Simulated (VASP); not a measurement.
# Bi (R-3m) in VASP: notebook, part 2 of 2

VASP 6.6.1. The steps go on from the part before.

**4. Single point, LDA**

Input file INCAR:

```
PREC     = Accurate       # precision mode
ENCUT    = 520            # plane-wave cutoff, eV
EDIFF    = 1E-6           # SCF threshold, eV
ISMEAR   = 1              # smearing method
SIGMA    = 1.0            # smearing width, eV
LREAL    = False          # projectors in reciprocal space
LASPH    = True           # aspherical terms in the spheres
NELM     = 100            # most SCF steps
ALGO     = Normal         # electronic algorithm
ISIF     = 2              # what is computed and relaxed
LWAVE    = False          # write WAVECAR
LCHARG   = False          # write CHGCAR
GGA      = CA             # functional
NBANDS   = 22             # bands
```

Input file KPOINTS:

```
regular mesh
0
Gamma
  9 9 9
```

Input file POSCAR:

```
Bi
1.0
    2.2451514826      1.2962388128      3.8388382945
   -2.2451514826      1.2962388128      3.8388382945
    0.0000000000     -2.5924776257      3.8388382945
Bi
2
Direct
    0.2371145469      0.2371145469      0.2371145469
    0.7628854531      0.7628854531      0.7628854531
```

Potentials or basis: VASP PAW LDA potentials, release 64 (Bi_d).

Started as:

```bash
$ cat potpaw_LDA.64/Bi_d/POTCAR > POTCAR
$ mpirun -np 1 vasp_std > vasp.out
```

OUTCAR:

```text
PREC = Accurate
   ENCUT = 520
   EDIFF = 1E-6
   ISMEAR = 1
   LREAL = False
   LASPH = True
   NELM = 100
   ISIF = 2
   GGA = CA

 ion  position               nearest neighbor table
   1  0.237  0.237  0.237-   2 3.06   2 3.06   2 3.06   2 3.41   2 3.41   2 3.41
   2  0.763  0.763  0.763-   1 3.06   1 3.06   1 3.06   1 3.41   1 3.41   1 3.41

  LATTYP: Found a trigonal (rhomboedric) cell.
 ALAT       =     4.6322370072
 COS(alpha) =     0.5301710765

  Lattice vectors:

 A1 = (   2.2451514826,   1.2962388128,   3.8388382945)
 A2 = (  -2.2451514826,   1.2962388128,   3.8388382945)
 A3 = (   0.0000000000,  -2.5924776257,   3.8388382945)

Analysis of symmetry for initial positions (statically):
=====================================================================
 Subroutine PRICEL returns:
 Original cell was already a primitive cell.

 Routine SETGRP: Setting up the symmetry group for a
 trigonal (rhombohedral) supercell.

 Subroutine GETGRP returns: Found 12 space group operations
 (whereof 12 operations were pure point group operations)
 out of a pool of 12 trial point group operations.
[... 152 lines left out ...]

 number of electron      30.0000008 magnetization

 Free energy of the ion-electron system (eV)
  ---------------------------------------------------
  ext. energy  EPLUGINS =         0.00000000
  ---------------------------------------------------
  free energy    TOTEN  =        -9.07521067 eV

  energy without entropy =       -9.16747640  energy(sigma->0) =       -9.10596591

 E-fermi :   6.6664     XC(G=0): -10.0334

 val. band max:        6.6396618546   @ k =   0.2222   0.2222   0.1111
 cond. band min:       6.9023260427   @ k =   0.4444   0.1111   0.1111
 fundamental gap:      0.2626641881
 Fermi energy:         6.6664400108

 k-point     1 :       0.0000    0.0000    0.0000
  band No.  band energies     occupation
      1     -16.3083      2.00000
      2     -16.3083      2.00000
      3     -16.1358      2.00000
      4     -16.1358      2.00000
      5     -16.1254      2.00000
      6     -15.9266      2.00000
[... 589 lines left out ...]
     21      16.5085     -0.00000
     22      17.2053     -0.00000

 [... further k-points ...]
[... 5 lines left out ...]
  --------------------------------------------------------------------------------------
  -------------------------------------------------------------------------------------
  Total       -0.0414621     -0.0414621     -0.0220508      0.0000000      0.0000000      0.0000000
  in kB       -0.9910152     -0.9910152     -0.5270525      0.0000000      0.0000000      0.0000000
  external PRESSURE =      -0.8363609 kB  Pullay stress =       0.0000000 kB

 VOLUME and BASIS-vectors are now :
 -----------------------------------------------------------------------------
  energy-cutoff  :      520.00
  volume of cell :       67.03
      direct lattice vectors                 reciprocal lattice vectors
     2.245151483  1.296238813  3.838838294     0.222702122  0.128577130  0.086831825
    -2.245151483  1.296238813  3.838838294    -0.222702122  0.128577130  0.086831825
     0.000000000 -2.592477626  3.838838294     0.000000000 -0.257154260  0.086831825

 POSITION                                       TOTAL-FORCE (eV/Angst)
 -----------------------------------------------------------------------------------
      0.00000     -0.00000      2.73073         0.000000     -0.000000      0.097358
      0.00000     -0.00000      8.78578         0.000000      0.000000     -0.097358
 -----------------------------------------------------------------------------------
    total drift:                                0.000000      0.000000      0.000000

  FREE ENERGIE OF THE ION-ELECTRON SYSTEM (eV)
  ---------------------------------------------------
  free  energy   TOTEN  =        -9.0752106704 eV

  energy  without entropy=       -9.1674763993  energy(sigma->0) =       -9.10596591
```

OSZICAR:

```text
N       E                     dE             d eps       ncg     rms          rms(c)
DAV:   1     0.306754388274E+03    0.30675E+03   -0.16262E+04  3740   0.167E+03
DAV:   2     0.171797087625E+02   -0.28957E+03   -0.28248E+03  3764   0.439E+02
DAV:   3    -0.818334021862E+01   -0.25363E+02   -0.25060E+02  4580   0.144E+02
DAV:   4    -0.905685917339E+01   -0.87352E+00   -0.87299E+00  4540   0.292E+01
DAV:   5    -0.909637301806E+01   -0.39514E-01   -0.39512E-01  5468   0.559E+00    0.105E+00
DAV:   6    -0.908180710134E+01    0.14566E-01   -0.19237E-02  4802   0.150E+00    0.604E-01
DAV:   7    -0.907529245417E+01    0.65146E-02   -0.11516E-02  4918   0.119E+00    0.106E-01
DAV:   8    -0.907520557582E+01    0.86878E-04   -0.11998E-03  4394   0.418E-01    0.161E-02
DAV:   9    -0.907521077269E+01   -0.51969E-05   -0.53671E-05  5714   0.577E-02    0.658E-03
DAV:  10    -0.907521067044E+01    0.10225E-06   -0.18225E-06  3636   0.105E-02
   1 F= -.90752107E+01 E0= -.91059659E+01  d E =0.922657E-01
```

It took 40 s on 1 thread of Intel Xeon 6975P-C (Granite Rapids), shared host; peak memory 0.22 GiB.

Results:

```yaml
Free_energy: -9.0752 eV
Pressure: -0.1 GPa
Largest_force: 0.097 eV/Å
Band_gap_on_the_k_mesh: zero (band 15 reaches 6.64 eV, above the bottom of band 16 at 6.61 eV)
```

Forces on the atoms (eV/Å):
```
Bi   0.000  0.000  0.097
Bi   0.000  0.000 -0.097
```

Caveat: spin-orbit coupling is left out, which moves the levels of the heavy elements.

**5. Single point, LDA**

Input file INCAR:

```
PREC = Accurate
ENCUT = 520
EDIFF = 1E-7
ISMEAR = 1
SIGMA = 0.01
LREAL = False
LASPH = True
NELM = 80
ALGO = Normal
ISIF = 2
LWAVE = False
LCHARG = False
GGA = CA
NBANDS = 22
```

KPOINTS is that of step 4.

POSCAR is that of step 4.

Started as:

```bash
$ cat potpaw_LDA.64/Bi_d/POTCAR > POTCAR
$ mpirun -np 1 vasp_std > vasp.out
```

It took 39 s on 1 thread of Intel Xeon 6975P-C (Granite Rapids), shared host; peak memory 0.23 GiB.

It converged, with:

```yaml
Free_energy: -9.1332 eV
Pressure: 0.1 GPa
Largest_force: 0.013 eV/Å
Band_gap_on_the_k_mesh: zero (band 15 reaches 6.64 eV, above the bottom of band 16 at 6.61 eV)
```

Forces on the atoms (eV/Å):
```
Bi   0.000  0.000  0.013
Bi   0.000  0.000 -0.013
```

Stress tensor (GPa, compression positive):
```
0.12 0.00 0.00
0.00 0.12 0.00
0.00 0.00 0.01
```

Levels at points of the mesh, in eV from the Fermi level:
```csv
k point,band 13,band 14,band 15,band 16,band 17,band 18
"(0.00, 0.00, 0.00)",-1.55,-1.29,-1.29,2.80,3.10,3.10
```

Caveat: spin-orbit coupling is left out, which moves the levels of the heavy elements.

**6. The runs side by side**

| smearing | gap on the mesh (eV) | pressure (GPa) | largest force (eV/Å) |
| --- | --- | --- | --- |
| methfessel-paxton 0.3 eV | none | 0.1 | 0.01 |
| methfessel-paxton 0.6 eV | none | 0.0 | - |
| methfessel-paxton 1 eV | none | -0.1 | 0.10 |
| methfessel-paxton 0.01 eV | none | 0.1 | 0.01 |

Alike in all rows: task single point; level LDA; potentials or basis VASP PAW LDA potentials, release 64 (Bi_d); no spin polarisation; cell as given; k mesh 9 × 9 × 9; cutoff (eV) 520.

Every run on the cell as given and a fine mesh finds a metal.

Caveats: spin-orbit coupling is left out, which moves the levels of the heavy elements.

Total energies depend on the potentials used, so only differences within one code and one set of settings carry meaning.
